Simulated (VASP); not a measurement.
A run of VASP 6.6.1 is set up as follows.

INCAR

```
SYSTEM = NdMo
ALGO = Normal
EDIFF = 1E-6
ENCUT = 500
GGA = PE
GGA_COMPAT = .False.
ISIF = 2
ISMEAR = 0
LASPH = .True.
LCHARG = .True.
LELF = .True.
LMAXMIX = 6
LREAL = .False.
LVHAR = .True.
LWAVE = .False.
NBANDS = 33
NELM = 200
PREC = Accurate
SIGMA = 0.2
```

Contents of KPOINTS:

```
k-points
0
Gamma
  4 4 6
  0 0 0
```

The input POSCAR:

```
NdMo
1.0
    4.2266272878     -3.4186389744      0.0000000000
    4.2266272878      3.4186389744      0.0000000000
    0.0000000000      0.0000000000      3.4731244520
Nd Mo
2 2
Direct
    0.2969085851      0.2969085851      0.0000000000
    0.7030914149      0.7030914149      0.0000000000
    0.8413425115      0.1586574885      0.5000000000
    0.1586574885      0.8413425115      0.5000000000
```

Potentials or basis: VASP PAW PBE potentials, release 64 (Nd_3, Mo_sv), 4f in core.

Run with:

```bash
$ cat potpaw_PBE.64/Nd_3/POTCAR potpaw_PBE.64/Mo_sv/POTCAR > POTCAR
$ mpirun -np 1 vasp_std > vasp.out
```

Q: Estimate the largest force.

A: 0.255 eV/Å.

Q: Predict the band gap on the k mesh.

A: Zero (bands 25 and 26 overlap by 1.21 eV).

Q: What does it give for the pressure?

A: 0.5 GPa.

Forces on the atoms (eV/Å):
```
Nd   0.004  0.000  0.000
Nd  -0.004  0.000  0.000
Mo   0.000  0.255  0.000
Mo   0.000 -0.255  0.000
```

Caveat: spin-orbit coupling is left out, which moves the levels of the heavy elements; the 4f electrons are frozen in the core, so they carry no moment and show no levels. Spin polarisation is off, so any magnetic state and its effect on volume and gap are missing.
